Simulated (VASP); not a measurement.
Wanted: the native input for a VASP 6.6.1 run.

```yaml
Task: single point
Functional: PBEsol
Potentials_or_basis: VASP PAW PBE potentials, release 64 (Cu, O)
Cutoff: 520 eV
k_mesh: 7 × 7 × 4
Occupations: gaussian, width 0.05 eV
Spin: collinear spin
Starting_moments: "[1.0, 1.0, 0.0, 0.0] μB"
Hubbard_terms: Cu d U = 2.0 eV
Dipole_correction: no
Further_INCAR_settings: ALGO = Normal; EDIFF = 1e-06; NBANDS = 29
```

The structure of CuO lies in POSCAR:

```
CuO
1.0
    3.1795331000      0.0000000000      0.0000000000
   -1.5897665500      2.7535564400      0.0000000000
    0.0000000000      0.0000000000      4.4314907300
Cu O
2 2
Direct
    0.0000000000      0.0000000000      0.0000000000
    0.0000000000      0.0000000000      0.5000000000
    0.3333333333      0.6666666667      0.2500000000
    0.6666666667      0.3333333333      0.7500000000
```

One way to write it, as run:

INCAR

```
PREC = Accurate
ENCUT = 520
EDIFF = 1E-6
ISMEAR = 0
SIGMA = 0.05
LREAL = False
LASPH = True
NELM = 150
ALGO = Normal
ISIF = 2
LWAVE = False
LCHARG = False
ISPIN = 2
MAGMOM = 1 1 0 0
LORBIT = 11
LMAXMIX = 4
LDAU = True
LDAUTYPE = 2
LDAUL = 2 -1
LDAUU = 2 0
LDAUJ = 0 0
LDAUPRINT = 1
GGA = PS
NBANDS = 29
```

KPOINTS

```
regular mesh
0
Gamma
  7 7 4
```

Potentials or basis: VASP PAW PBE potentials, release 64 (Cu, O).

Run with:

```sh
$ cat potpaw_PBE.64/Cu/POTCAR potpaw_PBE.64/O/POTCAR > POTCAR
$ mpirun -np 1 vasp_std > vasp.out
```

Results of the run:

```yaml
Pressure: -3.5 GPa
Net_moment: 1.41 μB per cell
Site_moments: Cu +0.37; O +0.30 μB
Valence_electrons_inside_the_program's_atomic_spheres: Cu 9.93; O 4.86
```

Caveat: the cell stands under tension; the PAW data sets were made with another functional, which shifts forces and pressure a little.

It took 49 s on 1 thread of Intel Xeon 8259CL (shared host), peak memory 0.19 GiB.
